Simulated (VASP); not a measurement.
# Ti (P6/mmm) in VASP: a series of runs, part 2 of 2

VASP 6.6.1. The steps go on from the part before.

**5. Single point, PBEsol**

This run uses another cell than the first one, of 16.27 Å³/atom.

INCAR reads:

```
SYSTEM = Ti
  ALGO = All
  EDIFF = 1E-6
  ENCUT = 550
  GGA = PS
  GGA_COMPAT = .False.
  ISEARCH = 1
  ISIF = 2
  ISMEAR = 0
  KPAR = 4
  LASPH = .True.
  LCHARG = .False.
  LREAL = .False.
  LWAVE = .False.
  NBANDS = 25
  NELM = 300
  PREC = Accurate
  SIGMA = 0.15
```

KPOINTS reads:

```
k-points
0
Gamma
  12 12 14
  0 0 0
```

POSCAR reads:

```
Ti
1.0
    4.5420000000      0.0000000000      0.0000000000
   -2.2710000000      3.9334873840      0.0000000000
    0.0000000000      0.0000000000      2.7312000000
Ti
3
Direct
    0.0000000000      0.0000000000      0.0000000000
    0.3333333333      0.6666666667      0.5000000000
    0.6666666667      0.3333333333      0.5000000000
```

Potentials or basis: VASP PAW PBE potentials, release 64 (Ti_sv).

Launch:

```
> cat potpaw_PBE.64/Ti_sv/POTCAR > POTCAR
> mpirun -np 4 vasp_std > vasp.out
```

OUTCAR:

```text
SYSTEM = Ti
   EDIFF = 1E-6
   ENCUT = 550
   GGA = PS
   ISIF = 2
   ISMEAR = 0
   LASPH = .True.
   LREAL = .False.
   NELM = 300
   PREC = Accurate

 ion  position               nearest neighbor table
   1  0.000  0.000  0.000-
   2  0.333  0.667  0.500-   3 2.62   3 2.62   3 2.62
   3  0.667  0.333  0.500-   2 2.62   2 2.62   2 2.62

  LATTYP: Found a hexagonal cell.
 ALAT       =     4.5420000000
 C/A-ratio  =     0.6013210040

  Lattice vectors:

 A1 = (   4.5420000000,   0.0000000000,   0.0000000000)
 A2 = (  -2.2710000000,   3.9334873840,   0.0000000000)
 A3 = (   0.0000000000,   0.0000000000,   2.7312000000)

Analysis of symmetry for initial positions (statically):
=====================================================================
 Subroutine PRICEL returns:
 Original cell was already a primitive cell.

 Routine SETGRP: Setting up the symmetry group for a
 hexagonal supercell.

 Subroutine GETGRP returns: Found 24 space group operations
 (whereof 24 operations were pure point group operations)
 out of a pool of 24 trial point group operations.

The static configuration has the point symmetry D_6h.

Analysis of symmetry for dynamics (positions and initial velocities):
=====================================================================
 Subroutine PRICEL returns:
 Original cell was already a primitive cell.

 Routine SETGRP: Setting up the symmetry group for a
 hexagonal supercell.

 Subroutine GETGRP returns: Found 24 space group operations
 (whereof 24 operations were pure point group operations)
 out of a pool of 24 trial point group operations.

The dynamic configuration has the point symmetry D_6h.

 Subroutine INISYM returns: Found 24 space group operations
[... 111 lines left out ...]
   NUPDOWN=      -1.0000    fix difference up-down
   EMIN   =  10.00;   EMAX   =-10.00  energy-range for DOS
   EFERMI =   0.00;   METHOD = LEGACY
   ISMEAR =     0;   SIGMA  =   0.15  broadening in eV -4-tet -1-fermi 0-gaus
   EFERMI_NEDOS =   21; number of points for ismear=-14 and -15
   IALGO  =     58    algorithm
   IMIX   =      4    mixing-type and parameters
     AMIX     =   0.40;   BMIX     =  1.00
     AMIX_MAG =   1.60;   BMIX_MAG =  1.00
  volume/ion in A,a.u.               =      16.27       109.76
  Fermi-wavevector in a.u.,A,eV,Ry     =   1.479277  2.795428 29.773095  2.188261
  Thomas-Fermi vector in A             =   2.593455
   LORBIT       =      0    0 simple, 1 ext, 2 COOP (PROOUT), +10 PAW based schemes
   GGA     = PS    functional components
   LHFCALC =     F    Hartree Fock is set to
   AEXX    =    0.0000 exact exchange contribution
   IVDW    =     0    specifies the selected vdW correction
   LEPSILON=     F    determine dielectric tensor
   LRPA    =     F    only Hartree local field effects (RPA)
 non-spin polarized calculation
 Gauss-broadening in eV      SIGMA  =   0.15
  energy-cutoff  :      550.00
  volume of cell :       48.80
 maximum number of plane-waves:      1450
 NGX is ok and might be reduce to    36
   NGX = 17   NGY = 17   NGZ = 11

 number of electron      36.0000010 magnetization

 Free energy of the ion-electron system (eV)
  ---------------------------------------------------
  ext. energy  EPLUGINS =         0.00000000
  ---------------------------------------------------
  free energy    TOTEN  =       -25.05112363 eV

  energy without entropy =      -25.01963264  energy(sigma->0) =      -25.03537814

 E-fermi :   8.7502     XC(G=0): -11.9535

 val. band max:        8.7390983897   @ k =   0.0833   0.0000   0.0000
 cond. band min:       8.7535572739   @ k =   0.4167   0.0833   0.1429
 fundamental gap:      0.0144588842
 Fermi energy:         8.7502203975

 k-point     1 :       0.0000    0.0000    0.0000
  band No.  band energies     occupation
      1     -47.7412      2.00000
      2     -47.5010      2.00000
      3     -47.3268      2.00000
      4     -24.1737      2.00000
      5     -24.1737      2.00000
      6     -24.0984      2.00000
[... 661 lines left out ...]
     24      10.9427      0.00000
     25      11.7253      0.00000

 [... further k-points ...]

------------------------ aborting loop because EDIFF is reached ----------------------------------------

  FORCE on cell =-STRESS in cart. coord.  units (eV):
  Direction    XX          YY          ZZ          XY          YZ          ZX
  --------------------------------------------------------------------------------------
  -------------------------------------------------------------------------------------
  Total       -0.1926799     -0.1926799      1.7439965      0.0000000      0.0000000      0.0000000
  in kB       -6.3265755     -6.3265755     57.2634864      0.0000000      0.0000000      0.0000000
  external PRESSURE =      14.8701118 kB  Pullay stress =       0.0000000 kB

 VOLUME and BASIS-vectors are now :
 -----------------------------------------------------------------------------
  energy-cutoff  :      550.00
  volume of cell :       48.80
      direct lattice vectors                 reciprocal lattice vectors
     4.542000000  0.000000000  0.000000000     0.220167327  0.127113666  0.000000000
    -2.271000000  3.933487384  0.000000000     0.000000000  0.254227331  0.000000000
     0.000000000  0.000000000  2.731200000     0.000000000  0.000000000  0.366139426

 POSITION                                       TOTAL-FORCE (eV/Angst)
 -----------------------------------------------------------------------------------
      0.00000      0.00000      0.00000        -0.000000      0.000000     -0.000000
     -0.00000      2.62232      1.36560         0.000000     -0.000000      0.000000
      2.27100      1.31116      1.36560        -0.000000      0.000000     -0.000000
 -----------------------------------------------------------------------------------
    total drift:                                0.000000      0.000000     -0.000000

  FREE ENERGIE OF THE ION-ELECTRON SYSTEM (eV)
  ---------------------------------------------------
  free  energy   TOTEN  =       -25.0511236331 eV

  energy  without entropy=      -25.0196318352  energy(sigma->0) =      -25.03537773
```

stdout:

```text
POSCAR found type information on POSCAR Ti
 POSCAR found :  1 types and       3 ions
 scaLAPACK will be used
 -----------------------------------------------------------------------------
|                                                                             |
[... 60 lines left out ...]
 gam= 0.662 trial= 0.432  step=  0.7674 mean=  0.4324
 gam= 0.792 g(H,U,f)=  0.201E-05 0.452E-06 0.616E-07 ort(H,U,f) =-0.111E-06-0.191E-06-0.178E-07
 gam= 0.792 trial= 0.466  step=  0.4916 mean=  0.4659
 gam= 1.289 g(H,U,f)=  0.191E-05 0.122E-05 0.117E-06 ort(H,U,f) = 0.514E-06-0.537E-06-0.711E-07
 gam= 1.289 trial= 0.469  step=  0.3373 mean=  0.4685
 final diagonalization occupied
```

Run time: 2.2 min. Hardware: 4 MPI ranks of Intel Xeon Platinum 8375C at 2.90GHz (Ice Lake), shared host; peak memory 0.43 GiB.

What came out:

* Free energy: -25.0511 eV
* Pressure: 1.5 GPa
* Band gap on the k mesh: zero (bands 18 and 19 overlap by 0.29 eV)

Levels at points of the mesh, in eV from the Fermi level:
```tsv
k point	band 15	band 16	band 17	band 18	band 19	band 20	band 21	band 22
(0.00, 0.00, 0.00)	-0.71	-0.71	-0.62	-0.62	-0.14	0.58	1.37	1.37
(0.50, 0.00, 0.00)	-2.72	-0.48	-0.42	-0.41	0.02	0.45	1.19	1.36
(0.00, 0.00, 0.50)	-2.03	-1.68	-1.68	-1.51	1.02	1.02	1.41	1.41
(0.50, 0.00, 0.50)	-1.82	-1.22	-0.62	-0.49	0.36	0.95	1.19	1.20
```

Caveat: the stress differs along the axes, from -1 to 6 GPa; the PAW data sets were made with another functional, which shifts forces and pressure a little.

**6. The runs side by side**

| cell | cutoff (eV) | further INCAR settings | second try | gap on the mesh (eV) | pressure (GPa) |
| --- | --- | --- | --- | --- | --- |
| a = 4.407, b = 4.407, c = 2.530 Å, angles 90.0, 90.0, 120.0°, 3 atoms | 520 | ALGO = Fast; EDIFF = 1e-06; NBANDS = 25 | - | none | 22.5 |
| a = 4.380, b = 4.380, c = 2.597 Å, angles 90.0, 90.0, 120.0°, 3 atoms | 520 | ALGO = Fast; EDIFF = 1e-06; NBANDS = 25 | - | none | 20.4 |
| a = 4.434, b = 4.434, c = 2.530 Å, angles 90.0, 90.0, 120.0°, 3 atoms | 520 | ALGO = Fast; EDIFF = 1e-06; NBANDS = 25 | - | none | 21.1 |
| a = 4.542, b = 4.542, c = 2.731 Å, angles 90.0, 90.0, 120.0°, 3 atoms | 550 | ALGO = All; EDIFF = 1e-06; NBANDS = 25 | not_converged | none | 1.5 |

Alike in all rows: task single point; level PBEsol; potentials or basis VASP PAW PBE potentials, release 64 (Ti_sv); no spin polarisation; k mesh 12 × 12 × 14; smearing gaussian 0.15 eV.

Caveats: the PAW data sets were made with another functional, which shifts forces and pressure a little; the stress differs along the axes, from 16 to 35 GPa (at least some runs); the stress differs along the axes, from 16 to 29 GPa (at least some runs); the stress differs along the axes, from 15 to 33 GPa (at least some runs); the stress differs along the axes, from -1 to 6 GPa (at least some runs).

Absolute energies hang on the potentials; compare differences alone.

The gap in the log of VASP goes by the Fermi energy; the results here count the filled bands.